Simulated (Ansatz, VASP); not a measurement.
## Ge in VASP and in Ansatz

```
Ge
1.0
     4.05019    0.00000    0.00000
    -2.02510    3.50757    0.00000
     0.00000    0.00000    6.68622
Ge
4
Direct
  0.66667 0.33333 0.06290
  0.33333 0.66667 0.56290
  0.66667 0.33333 0.43710
  0.33333 0.66667 0.93710
```

Change from the starting cell: volume scaled by 1.04, crystal datasets.

Alike in both runs: task electric field gradients; functional PBEsol; k mesh 11 × 11 × 6; occupations fermi-dirac, width 0.05 eV; no spin polarisation.

|  | VASP | Ansatz |
| --- | --- | --- |
| version | VASP 6.6.1 | Ansatz 0.2.0 |
| potentials or method | VASP PAW PBE potentials, release 64 (Ge_d), cutoff 520 eV | all-electron PAW with datasets made for the crystal, scalar-relativistic |

```tsv
	VASP	Ansatz	Ansatz less VASP
pressure (GPa)	-2.5	-2.5	+0.07
traceless stress, the component that is largest in VASP (GPa)	-0.08	-0.09	-0.005
rms of the force components (eV/Å)	0.007	0.008	+0.0004
size of Vzz on the site where it differs most (V/Å²)	7.1	7.2	+0.11
```

VASP's potentials were made for PBE, not for PBEsol. Atom by atom the forces differ by 0.000 eV/Å (rms over components). Ansatz ran all-electron here, and VASP with PAW potentials.
